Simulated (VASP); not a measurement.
Wanted: the native input for a VASP 6.6.1 run.

| Property | Result |
| --- | --- |
| Task | single point |
| Functional | r2SCAN |
| Dispersion | D3(BJ) |
| Potentials or basis | VASP PAW PBE potentials, release 64 (Al, Ru_pv) |
| Cutoff | 520 eV |
| k mesh | 3 × 3 × 1 |
| Occupations | gaussian, width 0.15 eV |
| Spin | no spin polarisation |
| Dipole correction | no |
| Further INCAR settings | LREAL = Auto; ALGO = Normal; EDIFF = 1e-06; NBANDS = 45 |

The system is Al16Ru, a slab with vacuum.

```
CELL_PARAMETERS angstrom
5.72757 0.00000 0.00000
2.86378 4.96022 0.00000
0.00000 0.00000 18.01481
ATOMIC_POSITIONS crystal
Al 0.00000 0.00000 0.05551
Al 0.50000 0.00000 0.05551
Al 0.00000 0.50000 0.05551
Al 0.50000 0.50000 0.05551
Al 0.16461 0.17150 0.18075
Al 0.66852 0.17073 0.18023
Al 0.16523 0.67217 0.18224
Al 0.66320 0.67528 0.18228
Al 0.82697 0.34923 0.30454
Al 0.33801 0.33827 0.30478
Al 0.82544 0.85770 0.31014
Al 0.31943 0.85984 0.31162
Al 0.97824 0.04462 0.45056
Al 0.53282 0.94142 0.45147
Al 0.03401 0.49763 0.42501
Al 0.47401 0.50255 0.42956
Ru 0.76852 0.48809 0.51693
```

One way to write it, as run:

POSCAR

```
Al16Ru
1.0
    5.7275650000      0.0000000000      0.0000000000
    2.8637820000      4.9602170000      0.0000000000
    0.0000000000      0.0000000000     18.0148060000
Al Ru
16 1
Direct
    0.0000000000      0.0000000000      0.0555098956
    0.5000000873      0.0000000000      0.0555098956
   -0.0000000504      0.5000001008      0.0555098956
    0.5000000369      0.5000001008      0.0555098956
    0.1646078862      0.1714951181      0.1807529873
    0.6685241088      0.1707342642      0.1802283633
    0.1652321562      0.6721720038      0.1822407635
    0.6631960087      0.6752831580      0.1822762343
   -0.1730289828      0.3492272616      0.3045397769
    0.3380117223      0.3382743134      0.3047846310
   -0.1745622851      0.8577027981      0.3101449996
    0.3194296851      0.8598436318      0.3116241718
   -0.0217567872      0.0446236526      0.4505591678
    0.5328164045     -0.0585786872      0.4514719170
    0.0340125680      0.4976296400      0.4250097392
    0.4740097284      0.5025548277      0.4295563327
   -0.2314811098      0.4880923556      0.5169336822
```

INCAR.step1

```
SYSTEM = Al16Ru
ALGO = Normal
EDIFF = 1E-4
ENCUT = 520
GGA = PE
ISMEAR = 0
LASPH = .TRUE.
LCHARG = .FALSE.
LREAL = Auto
LWAVE = .TRUE.
NBANDS = 45
NELM = 80
PREC = Accurate
SIGMA = 0.15
```

INCAR.step2

```
SYSTEM = Al16Ru
ALGO = Normal
EDIFF = 1E-6
ENCUT = 520
ISIF = 2
ISMEAR = 0
ISTART = 1
IVDW = 12
LASPH = .TRUE.
LCHARG = .FALSE.
LMIXTAU = .TRUE.
LREAL = Auto
LWAVE = .FALSE.
METAGGA = R2SCAN
NBANDS = 45
NELM = 80
PREC = Accurate
SIGMA = 0.15
VDW_A1 = 0.49484001
VDW_A2 = 5.73083694
VDW_S6 = 1.0
VDW_S8 = 0.78981345
```

KPOINTS

```
k-points
0
G
  3 3 1
  0 0 0
```

Potentials or basis: VASP PAW PBE potentials, release 64 (Al, Ru_pv).

Launch:

```sh
$ cat potpaw_PBE.64/Al/POTCAR potpaw_PBE.64/Ru_pv/POTCAR > POTCAR
$ cp INCAR.step1 INCAR
$ mpirun -np 1 vasp_std > vasp.out
$ cp INCAR.step2 INCAR
$ mpirun -np 1 vasp_std > vasp.out
```

Results of the run:

* Largest force: 0.232 eV/Å
* Band gap on the k mesh: zero (bands 31 and 32 overlap by 0.45 eV)
* Dispersion energy per atom: -0.121 eV

Caveat: the k points lie up to 0.42 Å⁻¹ apart; there is no dipole correction, which matters where the two faces differ; the PAW data sets were made with another functional, which shifts forces and pressure a little.

Wall time 10 min on 1 thread of Intel(R) Xeon(R) 6975P-C (Granite Rapids), with other jobs on the host, peak memory 0.76 GiB.
